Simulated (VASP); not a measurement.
Set up this calculation in VASP 6.6.1, as the native input.

```
Task                   : relaxation of cell and atoms
Functional             : PBE
Potentials or basis    : VASP PAW PBE potentials, release 64 (Ge_d, Sb, O)
Cutoff                 : 600 eV
k mesh                 : 6 × 6 × 4
Occupations            : gaussian, width 0.1 eV
Spin                   : no spin polarisation
Dipole correction      : no
Further INCAR settings : ALGO = Normal; EDIFF = 1e-07; IBRION = 2; EDIFFG = -0.04; NSW = 90; ISIF = 3
```

The structure of Ge2SbO3 lies in POSCAR:

```
Ge2SbO3
1.0
    4.7127477700      0.0000000000      0.0000000000
   -2.3563738800      4.0813592900      0.0000000000
    0.0000000000      0.0000000000      5.9009505200
Ge Sb O
2 1 3
Direct
    0.3333333300      0.6666666700      0.5000000000
    0.6666666700      0.3333333300      0.5000000000
    0.0000000000      0.0000000000      0.5000000000
    0.5000000000      0.0000000000      0.5000000000
    0.0000000000      0.5000000000      0.5000000000
    0.5000000000      0.5000000000      0.5000000000
```

The cell was generated, and may not be a known phase.

The input as run:

INCAR

```
  ALGO = Normal
  EDIFF = 1E-7
  EDIFFG = -0.04
  ENCUT = 600
  GGA = PE
  IBRION = 2
  ISIF = 3
  ISMEAR = 0
  LASPH = T
  LCHARG = F
  LREAL = F
  LWAVE = F
  NELM = 100
  NSW = 90
  PREC = Accurate
  SIGMA = 0.1
```

KPOINTS

```
k-points
0
Gamma
  6 6 4
```

Potentials or basis: VASP PAW PBE potentials, release 64 (Ge_d, Sb, O).

Run with:

```bash
$ cat potpaw_PBE.64/Ge_d/POTCAR potpaw_PBE.64/Sb/POTCAR potpaw_PBE.64/O/POTCAR > POTCAR
$ mpirun -np 1 vasp_std > vasp.out
```

It gave:

```
Relaxed volume                        : 16.63 Å³/atom
Relaxed cell                          : a = 6.341 Å, b = 6.341 Å, c = 2.865 Å, α = 90.00°, β = 90.00°, γ = 120.00°
Space group after relaxing (to 0.1 Å) : P6/mmm (No. 191)
Pressure after relaxing               : 0.0 GPa
Band gap on the k mesh                : zero (an odd number of electrons rules out a gap without spin polarisation)
```

Caveat: the relaxation moved the vacuum too, so the length across it says nothing of the material; a cell axis changed by over 15 % at a fixed basis, so the end point is rough; spin-orbit coupling is left out, which moves the levels of the heavy elements; an odd number of electrons without spin polarisation forces a metal; a magnetic or distorted state may lie lower.

Run time: 72 min on 1 thread of Oxide Virtual Turin-like Processor (shared host), peak memory 0.32 GiB.
